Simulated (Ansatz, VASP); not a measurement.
AlCu2 in VASP and in Ansatz

File INCAR:

```
SYSTEM = AlCu2
  PREC = Accurate
  ENCUT = 520
  EDIFF = 1E-7
  ISMEAR = 0
  SIGMA = 0.1
  LREAL = .FALSE.
  LASPH = .TRUE.
  NELM = 100
  ALGO = Fast
  ISIF = 2
  LWAVE = .FALSE.
  LCHARG = .FALSE.
  GGA = PE
  NBANDS = 20
```

KPOINTS

```
regular mesh
0
G
  6 6 6
  0 0 0
```

Contents of POSCAR:

```
AlCu2
1.0
    4.1694351000      0.0000000000      0.0000000000
   -2.0847175000      3.6108367000      0.0000000000
    0.0000000000      0.0000000000      2.5925999000
Al Cu
1 2
Direct
    0.0000000000      0.0000000000      0.0000000000
    0.3333333000      0.6666667000      0.5000000000
    0.6666667000      0.3333333000      0.5000000000
```

Input for Ansatz:

```yaml
crystal:
  lattice:
    - [4.1694351, 0.0, 0.0]
    - [-2.0847175, 3.6108367, 0.0]
    - [0.0, 0.0, 2.5925999]
  atoms:
    - { symbol: Al, position: [0.0, 0.0, 0.0] }
    - { symbol: Cu, position: [0.3333333, 0.6666667, 0.5] }
    - { symbol: Cu, position: [0.6666667, 0.3333333, 0.5] }
basis:
  ecutwfc: 420
kpoints:
  mp_grid: { grid: [6, 6, 6] }
hamiltonian:
  xc: pbe
scf:
  occupations: { method: gaussian, width: 0.1 }
  lower_state_search: "off"
output:
  forces: true
  stress: true
  eigenvalues: true
```

Alike in both runs: task single point; functional PBE; k mesh 6 × 6 × 6; occupations gaussian, width 0.1 eV; no spin polarisation.

|  | VASP | Ansatz |
| --- | --- | --- |
| version | VASP 6.6.1 | Ansatz 0.2.0 |
| potentials or method | VASP PAW PBE potentials, release 64 (Al, Cu), cutoff 520 eV | scalar-relativistic, plane waves, PAW |
| valence electrons in the cell | 25 | 41 |

|  | VASP | Ansatz | Ansatz less VASP |
| --- | --- | --- | --- |
| gap on the k mesh at the Fermi level (eV) | none | none | - |
| pressure (GPa) | 0.4 | 0.0 | -0.38 |
| traceless stress, the component that is largest in VASP (GPa) | -2.81 | -2.66 | +0.154 |

A gap of «none» marks a metal or a gap that the smearing closes. VASP's potentials hold 25 valence electrons a cell and Ansatz's 41, so a difference there can come from the potentials and not from the codes.

The k mesh is coarse, so the values compare programs but aren't converged.
